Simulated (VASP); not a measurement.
# Te (C2/m) in VASP: a series of runs

The runs below take Te through single point, with r2SCAN, PBEsol.

Program: VASP 6.6.1. These are calculated values, not measurements. Logs are shortened: lines on timing, memory, paths and dates and some standing lists are left out, and cuts for length are marked.

## Step 1: The cell of the first run

It takes space group C2/m (No. 12, monoclinic). The conventional cell has a = 7.641 Å, b = 4.296 Å, c = 5.977 Å, α = 90.00°, β = 90.90°, γ = 90.00°. Te (site symmetry 2/m) has 6 Te at 3.09 to 3.31 Å within 4.1 Å. Te (site symmetry m) has 6 Te at 3.03 to 3.47 Å within 4.0 Å.

## Step 2: Single point, r2SCAN

POSCAR reads:

```
Te
1.0
    3.8202894285     -2.1482026000      0.0000000000
    3.8202894285      2.1482026000      0.0000000000
   -0.0942908673      0.0000000000      5.9760906531
Te
3
Direct
    0.0000000000      0.0000000000      0.0000000000
    0.3094466100      0.3094466100      0.3388094900
    0.6905533900      0.6905533900      0.6611905100
```

INCAR.step1 reads:

```
PREC = Accurate ; ENCUT = 520
ISMEAR = -1 ; SIGMA = 0.05
LREAL = False ; LASPH = True
NELM = 80 ; NBANDS = 16
GGA = PE ; ALGO = Normal
EDIFF = 1E-4 ; LWAVE = True
LCHARG = False
```

INCAR.step2 reads:

```
PREC = Accurate ; ENCUT = 520
EDIFF = 1E-6 ; ISMEAR = -1
SIGMA = 0.05 ; LREAL = False
LASPH = True ; NELM = 80
ALGO = Normal ; ISIF = 2
LWAVE = False ; LCHARG = False
METAGGA = R2SCAN ; LMIXTAU = True
NBANDS = 16 ; ISTART = 1
```

KPOINTS reads:

```
Automatic mesh
0
Gamma
  7 7 5
```

Potentials or basis: VASP PAW PBE potentials, release 64 (Te).

Command:

```
> cat potpaw_PBE.64/Te/POTCAR > POTCAR
> cp INCAR.step1 INCAR
> mpirun -np 1 vasp_std > vasp.out
> cp INCAR.step2 INCAR
> mpirun -np 1 vasp_std > vasp.out
```

OUTCAR:

```text
PREC = Accurate
   ENCUT = 520
   EDIFF = 1E-6
   ISMEAR = -1
   LREAL = False
   LASPH = True
   NELM = 80
   ISIF = 2
   METAGGA = R2SCAN
   ISTART = 1

 ion  position               nearest neighbor table
   1  0.000  0.000  0.000-   2 3.09   3 3.09   3 3.31   3 3.31   2 3.31   2 3.31
   2  0.309  0.309  0.339-   3 3.03   3 3.03   1 3.09   1 3.31   1 3.31   3 3.47
   3  0.691  0.691  0.661-   2 3.03   2 3.03   1 3.09   1 3.31   1 3.31   2 3.47

  LATTYP: Found a base centered monoclinic cell.
 ALAT       =     7.6405788570
 B/A-ratio  =     0.5623140969
 C/A-ratio  =     0.7822489081
 COS(beta)  =    -0.0157760547

  Lattice vectors:

 A1 = (   3.8202894285,  -2.1482026000,   0.0000000000)
 A2 = (   3.8202894285,   2.1482026000,   0.0000000000)
 A3 = (  -0.0942908673,   0.0000000000,   5.9760906531)

Analysis of symmetry for initial positions (statically):
=====================================================================
 Subroutine PRICEL returns:
 Original cell was already a primitive cell.

 Routine SETGRP: Setting up the symmetry group for a
 base centered monoclinic supercell.

 Subroutine GETGRP returns: Found  4 space group operations
 (whereof  4 operations were pure point group operations)
 out of a pool of  4 trial point group operations.

The static configuration has the point symmetry C_2h.

Analysis of symmetry for dynamics (positions and initial velocities):
=====================================================================
 Subroutine PRICEL returns:
 Original cell was already a primitive cell.

 Routine SETGRP: Setting up the symmetry group for a
 base centered monoclinic supercell.

 Subroutine GETGRP returns: Found  4 space group operations
 (whereof  4 operations were pure point group operations)
 out of a pool of  4 trial point group operations.

The dynamic configuration has the point symmetry C_2h.

 Subroutine INISYM returns: Found  4 space group operations
 (whereof  4 operations are pure point group operations),
 and found     1 'primitive' translations

----------------------------------------------------------------------------------------

                                     Primitive cell

  volume of cell :      98.0886

  direct lattice vectors                    reciprocal lattice vectors
     3.820289429 -2.148202600  0.000000000     0.130880136 -0.232752721  0.002065029
     3.820289429  2.148202600  0.000000000     0.130880136  0.232752721  0.002065029
[... 87 lines left out ...]
   EDIFF  = 0.1E-05   stopping-criterion for ELM
   LREAL  =      F    real-space projection
   EDIFFG = 0.1E-04   stopping-criterion for IOM
   NSW    =      0    number of steps for IOM
   IBRION =     -1    ionic relax: 0-MD 1-quasi-New 2-CG
   NFREE  =      0    steps in history (QN), initial steepest desc. (CG)
   ISIF   =      2    stress and relaxation
   ISYM   =      2    0-nonsym 1-usesym 2-fastsym
   POTIM  = 0.5000    time-step for ionic-motion
   TEBEG  =    0.0;   TEEND  =   0.0 temperature during run
   PSTRESS=    0.0 pullay stress
   NELECT =      18.0000    total number of electrons
   NUPDOWN=      -1.0000    fix difference up-down
   EMIN   =  10.00;   EMAX   =-10.00  energy-range for DOS
   EFERMI =   0.00;   METHOD = LEGACY
   ISMEAR =    -1;   SIGMA  =   0.05  broadening in eV -4-tet -1-fermi 0-gaus
   EFERMI_NEDOS =   21; number of points for ismear=-14 and -15
   IALGO  =     38    algorithm
   IMIX   =      4    mixing-type and parameters
     AMIX     =   0.40;   BMIX     =  1.00
     AMIX_MAG =   1.60;   BMIX_MAG =  1.00
  volume/ion in A,a.u.               =      32.70       220.64
  Fermi-wavevector in a.u.,A,eV,Ry     =   0.930307  1.758025 11.775440  0.865470
  Thomas-Fermi vector in A             =   2.056681
   LORBIT       =      0    0 simple, 1 ext, 2 COOP (PROOUT), +10 PAW based schemes
   METAGGA = R2SCAN    functional components
   LHFCALC =     F    Hartree Fock is set to
   AEXX    =    0.0000 exact exchange contribution
   IVDW    =     0    specifies the selected vdW correction
   LEPSILON=     F    determine dielectric tensor
   LRPA    =     F    only Hartree local field effects (RPA)
 non-spin polarized calculation
  energy-cutoff  :      520.00
  volume of cell :       98.09
 maximum number of plane-waves:      2659
 NGX is ok and might be reduce to    36
   NGX = 17   NGY = 17   NGZ = 23

 number of electron      18.0000000 magnetization

 Free energy of the ion-electron system (eV)
  ---------------------------------------------------
  ext. energy  EPLUGINS =         0.00000000
  ---------------------------------------------------
  free energy    TOTEN  =       -76.02533252 eV

  energy without entropy =      -76.01915342  energy(sigma->0) =      -76.02224297

 E-fermi :   6.3792     XC(G=0):  -9.7349

 val. band max:        6.3554841501   @ k =   0.0000   0.0000   0.4000
 cond. band min:       6.4086058966   @ k =  -0.1429  -0.1429   0.2000
 fundamental gap:      0.0531217465
 Fermi energy:         6.3791736339

 k-point     1 :       0.0000    0.0000    0.0000
  band No.  band energies     occupation
      1      -7.9446      2.00000
      2      -4.5307      2.00000
      3      -4.3796      2.00000
      4       3.4194      2.00000
      5       3.4200      2.00000
      6       4.0587      2.00000
[... 433 lines left out ...]
      3      -3.3709      2.00000
      4       2.1994      2.00000
      5       3.2209      2.00000
      6       3.6898      2.00000
[... 8 lines left out ...]
     15      12.3564      0.00000
     16      12.7683      0.00000

 [... further k-points ...]

------------------------ aborting loop because EDIFF is reached ----------------------------------------

  FORCE on cell =-STRESS in cart. coord.  units (eV):
  Direction    XX          YY          ZZ          XY          YZ          ZX
  --------------------------------------------------------------------------------------
  -------------------------------------------------------------------------------------
  Total        0.0463365      0.1069899     -0.0456280      0.0000000      0.0000000     -0.0577791
  in kB        0.7568589      1.7475709     -0.7452861      0.0000000      0.0000000     -0.9437631
  external PRESSURE =       0.5863812 kB  Pullay stress =       0.0000000 kB

 VOLUME and BASIS-vectors are now :
 -----------------------------------------------------------------------------
  energy-cutoff  :      520.00
  volume of cell :       98.09
      direct lattice vectors                 reciprocal lattice vectors
     3.820289429 -2.148202600  0.000000000     0.130880136 -0.232752721  0.002065029
     3.820289429  2.148202600  0.000000000     0.130880136  0.232752721  0.002065029
    -0.094290867  0.000000000  5.976090653     0.000000000  0.000000000  0.167333472

 POSITION                                       TOTAL-FORCE (eV/Angst)
 -----------------------------------------------------------------------------------
      0.00000      0.00000      0.00000        -0.000000      0.000000      0.000000
      2.33240      0.00000      2.02476         0.009539      0.000000     -0.005670
      5.21388      0.00000      3.95133        -0.009539      0.000000      0.005670
 -----------------------------------------------------------------------------------
    total drift:                               -0.000000     -0.000000     -0.000000

  FREE ENERGIE OF THE ION-ELECTRON SYSTEM (eV)
  ---------------------------------------------------
  free  energy   TOTEN  =       -76.0253325184 eV

  energy  without entropy=      -76.0191534152  energy(sigma->0) =      -76.02224297
```

OUTCAR.step1:

```text
PREC = Accurate
   ENCUT = 520
   ISMEAR = -1
   LREAL = False
   LASPH = True
   NELM = 80
[... 682 lines left out ...]
      0.00000      0.00000      0.00000         0.000000      0.000000      0.000000
      2.33240      0.00000      2.02476         0.102759      0.000000     -0.046847
      5.21388      0.00000      3.95133        -0.102759      0.000000      0.046847
 -----------------------------------------------------------------------------------
    total drift:                               -0.000000     -0.000000     -0.000000

  FREE ENERGIE OF THE ION-ELECTRON SYSTEM (eV)
  ---------------------------------------------------
  free  energy   TOTEN  =        -9.2996120436 eV

  energy  without entropy=       -9.2925054173  energy(sigma->0) =       -9.29605873
```

Wall time 8.5 min (1 thread of Intel Xeon 8259CL, shared host); peak memory 0.3 GiB.

Results:

- Free energy: -76.0253 eV
- Pressure: 0.1 GPa
- Largest force: 0.011 eV/Å

Forces in eV/Å, atoms in the order of the input:
```
Te   0.000  0.000  0.000
Te   0.010  0.000 -0.006
Te  -0.010  0.000  0.006
```

Stress tensor (GPa, compression positive):
```
 0.08  0.00 -0.09
 0.00  0.17  0.00
-0.09  0.00 -0.07
```

Caveat: the PAW data sets were made with another functional, which shifts forces and pressure a little; spin-orbit coupling is left out, which moves the levels of the heavy elements.

## Step 3: Single point, PBEsol

INCAR reads:

```
PREC = Accurate
ENCUT = 520
EDIFF = 1E-6
ISMEAR = -1
SIGMA = 0.05
LREAL = False
LASPH = True
NELM = 100
ALGO = Normal
ISIF = 2
LWAVE = False
LCHARG = False
GGA = PS
NBANDS = 16
```

KPOINTS reads:

```
regular mesh
0
Gamma
  6 6 4
```

POSCAR is that of step 2.

Potentials or basis: VASP PAW PBE potentials, release 64 (Te).

Command:

```
> cat potpaw_PBE.64/Te/POTCAR > POTCAR
> mpirun -np 1 vasp_std > vasp.out
```

Wall time 2.2 min (1 thread of Intel Xeon 8259CL, shared host); peak memory 0.26 GiB.

It converged, with:

* Free energy: -10.4626 eV
* Pressure: -1.9 GPa
* Largest force: 0.047 eV/Å
* Band gap on the k mesh: zero (band 9 reaches 6.49 eV, above the bottom of band 10 at 6.13 eV)

Forces on the atoms (eV/Å):
```
Te   0.000  0.000  0.000
Te   0.044  0.000 -0.019
Te  -0.044  0.000  0.019
```

Stress tensor (GPa, compression positive):
```
-1.91  0.00 -0.18
 0.00 -1.48  0.00
-0.18  0.00 -2.18
```

Levels at points of the mesh, in eV from the Fermi level:
```
           k point  band 5  band 6  band 7  band 8  band 9  band 10  band 11  band 12  band 13  band 14
(0.00, 0.00, 0.00)   -2.73   -2.28   -2.07   -1.67   -1.46     0.94     0.97     1.51     4.64     5.05
(0.50, 0.00, 0.00)   -4.53   -4.17   -3.85   -0.66   -0.65     0.20     0.32     2.30     3.56     7.86
(0.50, 0.50, 0.00)   -4.24   -4.13   -4.01   -0.38   -0.17     0.03     0.21     2.33     3.65     7.68
(0.00, 0.00, 0.50)   -2.72   -2.64   -1.23   -0.83   -0.38    -0.21    -0.15     0.15     3.69     4.86
(0.50, 0.00, 0.50)   -3.66   -3.47   -2.79   -2.67   -0.26     0.22     1.95     2.63     4.22     4.52
(0.50, 0.50, 0.50)   -3.32   -3.29   -3.15   -2.60   -0.12     0.24     2.31     2.40     4.17     4.49
```

Caveat: the PAW data sets were made with another functional, which shifts forces and pressure a little; spin-orbit coupling is left out, which moves the levels of the heavy elements.

## Step 4: Single point, r2SCAN

This run uses another cell than the first one, of 30.73 Å³/atom, 0.940 times its volume.

POSCAR reads:

```
Te
1.0
    3.7423024554     -2.1043494257      0.0000000000
    3.7423024554      2.1043494257      0.0000000000
   -0.0923660238      0.0000000000      5.8540953882
Te
3
Direct
    0.0000000000      0.0000000000      0.0000000000
    0.3094466100      0.3094466100      0.3388094900
    0.6905533900      0.6905533900      0.6611905100
```

INCAR.step1 reads:

```
SYSTEM = Te
  PREC = Accurate
  ENCUT = 520
  ISMEAR = -1
  SIGMA = 0.05
  LREAL = .FALSE.
  LASPH = .TRUE.
  NELM = 80
  NBANDS = 16
  GGA = PE
  ALGO = Normal
  EDIFF = 1E-4
  LWAVE = .TRUE.
  LCHARG = .FALSE.
```

INCAR.step2 reads:

```
SYSTEM = Te
  PREC = Accurate
  ENCUT = 520
  EDIFF = 1E-7
  ISMEAR = -1
  SIGMA = 0.05
  LREAL = .FALSE.
  LASPH = .TRUE.
  NELM = 80
  ALGO = Normal
  ISIF = 2
  LWAVE = .FALSE.
  LCHARG = .FALSE.
  METAGGA = R2SCAN
  LMIXTAU = .TRUE.
  NBANDS = 16
  ISTART = 1
```

KPOINTS reads:

```
regular mesh
0
G
  7 7 5
  0 0 0
```

Command:

```
> cat potpaw_PBE.64/Te/POTCAR > POTCAR
> cp INCAR.step1 INCAR
> mpirun -np 1 vasp_std > vasp.out
> cp INCAR.step2 INCAR
> mpirun -np 1 vasp_std > vasp.out
```

Run time: 5.1 min. Hardware: 1 thread of Intel Xeon Platinum 8259CL at 2.50GHz (Skylake/Cascade Lake), shared host; peak memory 0.27 GiB.

Results (log left out):

- Free energy: -75.9576 eV
- Pressure: 3.8 GPa
- Largest force: 0.210 eV/Å
- Band gap on the k mesh: zero (band 9 reaches 7.23 eV, above the bottom of band 10 at 7.15 eV)

Forces in eV/Å, atoms in the order of the input:
```
Te   0.000  0.000  0.000
Te   0.196  0.000 -0.074
Te  -0.196  0.000  0.074
```

Stress tensor (GPa, compression positive):
```
 3.36  0.00 -0.10
 0.00  3.70  0.00
-0.10  0.00  4.40
```

Levels at points of the mesh, in eV from the Fermi level:
```
           k point  band 7  band 8  band 9  band 10  band 11  band 12
(0.00, 0.00, 0.00)   -2.13   -1.92   -1.77     1.02     1.05     1.70
```

Caveat: the PAW data sets were made with another functional, which shifts forces and pressure a little; spin-orbit coupling is left out, which moves the levels of the heavy elements.

[end of part 1 of 2]
